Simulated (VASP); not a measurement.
The system is SrO.

```
Sr O
1.0
     0.00000    2.56630    2.56630
     2.56630    0.00000    2.56630
     2.56630    2.56630    0.00000
Sr O
1 1
Direct
  0.50000 0.50000 0.50000
  0.00000 0.00000 0.00000
```

- Program: VASP 6.6.1
- Task: relaxation of cell and atoms
- Functional: RPBE
- Dispersion: D4
- Potentials or basis: VASP PAW PBE potentials, release 64 (Sr_sv, O)
- Cutoff: 600 eV
- k mesh: 9 × 9 × 9
- Occupations: fermi-dirac, width 0.05 eV
- Spin: no spin polarisation

At the start: pressure 3.7 GPa; volume 16.90 Å³/atom.

Question: How do energy, volume and symmetry change on relaxing?

Answer: Over 3 steps the energy falls by 8.0 meV/atom and the volume is 17.62 Å³/atom (+4.3 %); space group Fm-3m (No. 225, to 0.1 Å) before and after.

Step by step:
```tsv
step	energy change (eV)	largest force (eV/Å)	pressure (GPa)	volume (Å³)
1	0.0000	0.0000	3.71	33.80
2	-0.0143	0.0000	-1.10	35.75
3	-0.0161	0.0000	0.01	35.25
```

Final structure:
```
Sr O
1.0
     0.00000    2.60234    2.60234
     2.60234    0.00000    2.60234
     2.60234    2.60234    0.00000
Sr O
1 1
Direct
  0.50000 0.50000 0.50000
  0.00000 0.00000 0.00000
```

Caveat: the PAW data sets were made with another functional, which shifts forces and pressure a little.
